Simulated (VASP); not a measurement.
# Te (C2/m) in VASP: single point with PBEsol

Aim: the single point of Te with PBEsol.

Program: VASP 6.6.1. These are calculated values, not measurements. Logs are shortened: lines on timing, memory, paths and dates and some standing lists are left out, and cuts for length are marked.

### 1 The cell of the first run

The structure is monoclinic, space group C2/m (No. 12). Conventional cell: a = 7.436 Å, b = 4.278 Å, c = 5.880 Å, α = 90.00°, β = 90.18°, γ = 90.00°. Within 4.0 Å of Te (site symmetry m) lie 6 Te at 3.06 to 3.32 Å. Within 4.1 Å of Te (site symmetry 2/m) lie 6 Te at 3.08 to 3.21 Å.

### 2 Single point, PBEsol

Input file INCAR:

```
SYSTEM = Te
PREC     = Accurate       ! precision mode
ENCUT    = 520            ! plane-wave cutoff, eV
EDIFF    = 1E-6           ! SCF threshold, eV
ISMEAR   = 0              ! smearing method
SIGMA    = 0.1            ! smearing width, eV
LREAL    = .False.        ! projectors in reciprocal space
LASPH    = .True.         ! aspherical terms in the spheres
NELM     = 60             ! most SCF steps
ALGO     = Normal         ! electronic algorithm
ISIF     = 2              ! what is computed and relaxed
LWAVE    = .False.        ! write WAVECAR
LCHARG   = .False.        ! write CHGCAR
GGA      = PS             ! functional
NBANDS   = 16             ! bands
```

Input file KPOINTS:

```
regular mesh
0
Gamma
  12 12 8
  0 0 0
```

Input file POSCAR:

```
Te
1.0
    3.7176887548     -2.1392098437      0.0233187376
    3.7176887548      2.1392098437      0.0233187376
   -0.0552809444      0.0000000000      5.8796967051
Te
3
Direct
    0.6813881300      0.6813881300      0.6647958720
    0.3186118700      0.3186118700      0.3352041280
    0.0000000000      0.0000000000      0.0000000000
```

Potentials or basis: VASP PAW PBE potentials, release 64 (Te).

On the command line:

```console
> cat potpaw_PBE.64/Te/POTCAR > POTCAR
> mpirun -np 1 vasp_std > vasp.out
```

OUTCAR:

```text
SYSTEM = Te
   PREC = Accurate
   ENCUT = 520
   EDIFF = 1E-6
   ISMEAR = 0
   LREAL = .False.
   LASPH = .True.
   NELM = 60
   ISIF = 2
   GGA = PS

 ion  position               nearest neighbor table
   1  0.681  0.681  0.665-   2 3.06   2 3.06   3 3.08   3 3.21   3 3.21   2 3.32
   2  0.319  0.319  0.335-   1 3.06   1 3.06   3 3.08   3 3.21   3 3.21   1 3.32
   3  0.000  0.000  0.000-   1 3.08   2 3.08   1 3.21   1 3.21   2 3.21   2 3.21

  LATTYP: Found a base centered monoclinic cell.
 ALAT       =     7.4355237720
 B/A-ratio  =     0.5754025969
 C/A-ratio  =     0.7907925192
 COS(beta)  =    -0.0031294314

  Lattice vectors:

 A1 = (   3.7176887548,  -2.1392098437,   0.0233187376)
 A2 = (   3.7176887548,   2.1392098437,   0.0233187376)
 A3 = (  -0.0552809444,   0.0000000000,   5.8796967051)

Analysis of symmetry for initial positions (statically):
=====================================================================
 Subroutine PRICEL returns:
 Original cell was already a primitive cell.

 Routine SETGRP: Setting up the symmetry group for a
 base centered monoclinic supercell.

 Subroutine GETGRP returns: Found  4 space group operations
 (whereof  4 operations were pure point group operations)
 out of a pool of  4 trial point group operations.

The static configuration has the point symmetry C_2h.

Analysis of symmetry for dynamics (positions and initial velocities):
=====================================================================
 Subroutine PRICEL returns:
 Original cell was already a primitive cell.

 Routine SETGRP: Setting up the symmetry group for a
 base centered monoclinic supercell.

 Subroutine GETGRP returns: Found  4 space group operations
 (whereof  4 operations were pure point group operations)
 out of a pool of  4 trial point group operations.

The dynamic configuration has the point symmetry C_2h.

 Subroutine INISYM returns: Found  4 space group operations
 (whereof  4 operations are pure point group operations),
 and found     1 'primitive' translations

----------------------------------------------------------------------------------------

                                     Primitive cell

  volume of cell :      93.5270

  direct lattice vectors                    reciprocal lattice vectors
[... 74 lines left out ...]
   dimension x,y,z NGX =    32 NGY =   32 NGZ =   48
   dimension x,y,z NGXF=    64 NGYF=   64 NGZF=   96
   ions per type =               3
   NGX,Y,Z   is equivalent  to a cutoff of  12.40, 12.40, 13.57 a.u.
   NGXF,Y,Z  is equivalent  to a cutoff of  24.81, 24.81, 27.14 a.u.
 SYSTEM =  Te
   PREC   = accura    normal or accurate (medium, high low for compatibility)
   ISTART =      0    job   : 0-new  1-cont  2-samecut
   ICHARG =      2    charge: 1-file 2-atom 10-const
   ISPIN  =      1    spin polarized calculation?
   LNONCOLLINEAR =      F non collinear calculations
   LSORBIT =      F    spin-orbit coupling
   LASPH  =      T    aspherical Exc in radial PAW
   ENCUT  =  520.0 eV  38.22 Ry    6.18 a.u.   7.98  7.98 10.93*2*pi/ulx,y,z
   NELM   =     60;   NELMIN=  2; NELMDL= -5     # of ELM steps
   EDIFF  = 0.1E-05   stopping-criterion for ELM
   LREAL  =      F    real-space projection
[... 7 lines left out ...]
   TEBEG  =    0.0;   TEEND  =   0.0 temperature during run
   PSTRESS=    0.0 pullay stress
   NELECT =      18.0000    total number of electrons
   NUPDOWN=      -1.0000    fix difference up-down
   EMIN   =  10.00;   EMAX   =-10.00  energy-range for DOS
   EFERMI =   0.00;   METHOD = LEGACY
   ISMEAR =     0;   SIGMA  =   0.10  broadening in eV -4-tet -1-fermi 0-gaus
   EFERMI_NEDOS =   21; number of points for ismear=-14 and -15
   IALGO  =     38    algorithm
   IMIX   =      4    mixing-type and parameters
     AMIX     =   0.40;   BMIX     =  1.00
     AMIX_MAG =   1.60;   BMIX_MAG =  1.00
  volume/ion in A,a.u.               =      31.18       210.38
  Fermi-wavevector in a.u.,A,eV,Ry     =   0.945192  1.786154 12.155279  0.893388
  Thomas-Fermi vector in A             =   2.073070
   LORBIT       =      0    0 simple, 1 ext, 2 COOP (PROOUT), +10 PAW based schemes
   GGA     = PS    functional components
   LHFCALC =     F    Hartree Fock is set to
   AEXX    =    0.0000 exact exchange contribution
   IVDW    =     0    specifies the selected vdW correction
   LEPSILON=     F    determine dielectric tensor
   LRPA    =     F    only Hartree local field effects (RPA)
 non-spin polarized calculation
 Gauss-broadening in eV      SIGMA  =   0.10
  energy-cutoff  :      520.00
  volume of cell :       93.53
 maximum number of plane-waves:      2544
   NGX = 15   NGY = 15   NGZ = 21

 number of electron      17.9999999 magnetization

 Free energy of the ion-electron system (eV)
  ---------------------------------------------------
  ext. energy  EPLUGINS =         0.00000000
  ---------------------------------------------------
  free energy    TOTEN  =       -10.51752542 eV

  energy without entropy =      -10.51159981  energy(sigma->0) =      -10.51456262

 E-fermi :   6.9049     XC(G=0):  -9.6408

 val. band max:        6.9030321086   @ k =   0.4167   0.0833   0.3750
 cond. band min:       6.9095176572   @ k =  -0.4167   0.4167   0.5000
 fundamental gap:      0.0064855486
 Fermi energy:         6.9049466667

 k-point     1 :       0.0000    0.0000    0.0000
  band No.  band energies     occupation
      1      -7.0696      2.00000
      2      -3.6400      2.00000
      3      -3.5862      2.00000
      4       4.3361      2.00000
      5       4.3376      2.00000
      6       4.7015      2.00000
[... 433 lines left out ...]
      3      -3.5953      2.00000
      4       2.1195      2.00000
      5       2.4458      2.00000
      6       2.6645      2.00000
[... 8 lines left out ...]
     15      13.8043      0.00000
     16      16.0521      0.00000

 [... further k-points ...]
[... 5 lines left out ...]
  --------------------------------------------------------------------------------------
  -------------------------------------------------------------------------------------
  Total        0.0147926      0.0214205      0.0264218      0.0000000      0.0000000      0.0039503
  in kB        0.2534074      0.3669472      0.4526231      0.0000000      0.0000000      0.0676706
  external PRESSURE =       0.3576593 kB  Pullay stress =       0.0000000 kB

 VOLUME and BASIS-vectors are now :
 -----------------------------------------------------------------------------
  energy-cutoff  :      520.00
  volume of cell :       93.53
      direct lattice vectors                 reciprocal lattice vectors
     3.717688755 -2.139209844  0.023318738     0.134484232 -0.233731161  0.001264422
     3.717688755  2.139209844  0.023318738     0.134484232  0.233731161  0.001264422
    -0.055280944  0.000000000  5.879696705    -0.001066723  0.000000000  0.170066771

 POSITION                                       TOTAL-FORCE (eV/Angst)
 -----------------------------------------------------------------------------------
      5.02963      0.00000      3.94058        -0.006112      0.000000      0.001716
      2.35047      0.00000      1.98576         0.006112      0.000000     -0.001716
      0.00000      0.00000      0.00000         0.000000      0.000000      0.000000
 -----------------------------------------------------------------------------------
    total drift:                                0.000000     -0.000000      0.000000

  FREE ENERGIE OF THE ION-ELECTRON SYSTEM (eV)
  ---------------------------------------------------
  free  energy   TOTEN  =       -10.5175254209 eV

  energy  without entropy=      -10.5115998125  energy(sigma->0) =      -10.51456262
```

OSZICAR:

```text
N       E                     dE             d eps       ncg     rms          rms(c)
DAV:   1     0.656118152116E+02    0.65612E+02   -0.64862E+03 10240   0.895E+02
DAV:   2    -0.659042831247E+01   -0.72202E+02   -0.68652E+02 14040   0.136E+02
DAV:   3    -0.104657906456E+02   -0.38754E+01   -0.38502E+01 12312   0.338E+01
DAV:   4    -0.105222786736E+02   -0.56488E-01   -0.56453E-01 15160   0.493E+00
DAV:   5    -0.105232197226E+02   -0.94105E-03   -0.94104E-03 13248   0.566E-01    0.142E+01
DAV:   6    -0.105184266053E+02    0.47931E-02   -0.80211E-03 13712   0.498E-01    0.868E+00
DAV:   7    -0.105176538808E+02    0.77272E-03   -0.10347E-02 13256   0.601E-01    0.224E-01
DAV:   8    -0.105175642078E+02    0.89673E-04   -0.83486E-04 13440   0.170E-01    0.134E-01
DAV:   9    -0.105175256381E+02    0.38570E-04   -0.14937E-04 13840   0.688E-02    0.523E-02
DAV:  10    -0.105175263953E+02   -0.75712E-06   -0.36230E-05 13424   0.310E-02    0.128E-02
DAV:  11    -0.105175254209E+02    0.97439E-06   -0.55307E-06 13136   0.132E-02
   1 F= -.10517525E+02 E0= -.10514563E+02  d E =-.592561E-02
```

stdout:

```text
POSCAR found type information on POSCAR Te
 POSCAR found :  1 types and       3 ions
 scaLAPACK will be used
 -----------------------------------------------------------------------------
|                                                                             |
|                                                                             |
|     You enforced a specific xc type in the INCAR file but a different       |
|     I HOPE YOU KNOW WHAT YOU ARE DOING!                                     |
|                                                                             |
 -----------------------------------------------------------------------------

 LDA part: xc-table for (Slater+PW92), standard interpolation
 POSCAR, INCAR and KPOINTS ok, starting setup
 FFT: planning ... GRIDC
 FFT: planning ... GRID_SOFT
 FFT: planning ... GRID
 WAVECAR not read
 entering main loop
```

It took 6.8 min on 1 thread of AMD EPYC 7R43 (Zen 3), shared host; peak memory 0.46 GiB.

What came out:

- Free energy: -10.5175 eV
- Pressure: 0.0 GPa
- Largest force: 0.006 eV/Å
- Band gap on the k mesh: zero (bands 9 and 10 overlap by 0.57 eV)

Forces in eV/Å, atoms in the order of the input:
```
Te  -0.006  0.000  0.002
Te   0.006  0.000 -0.002
Te   0.000  0.000  0.000
```

Levels at points of the mesh, in eV from the Fermi level:
```csv
k point,band 6,band 7,band 8,band 9,band 10,band 11,band 12,band 13
"(0.00, 0.00, 0.00)",-2.20,-2.10,-1.86,-1.85,1.12,1.12,1.66,4.82
"(0.50, 0.00, 0.00)",-4.39,-4.13,-0.45,-0.39,0.21,0.23,2.02,3.91
"(0.50, 0.50, 0.00)",-4.34,-4.23,-0.35,-0.12,-0.05,0.17,2.00,3.95
"(0.00, 0.00, 0.50)",-2.68,-0.95,-0.85,-0.41,-0.35,-0.11,0.03,3.61
"(0.50, 0.00, 0.50)",-3.48,-2.98,-2.95,-0.07,0.17,2.34,2.85,4.15
"(0.50, 0.50, 0.50)",-3.33,-3.25,-3.00,-0.06,0.21,2.51,2.73,4.12
```

Caveat: the PAW data sets were made with another functional, which shifts forces and pressure a little; spin-orbit coupling is left out, which moves the levels of the heavy elements.
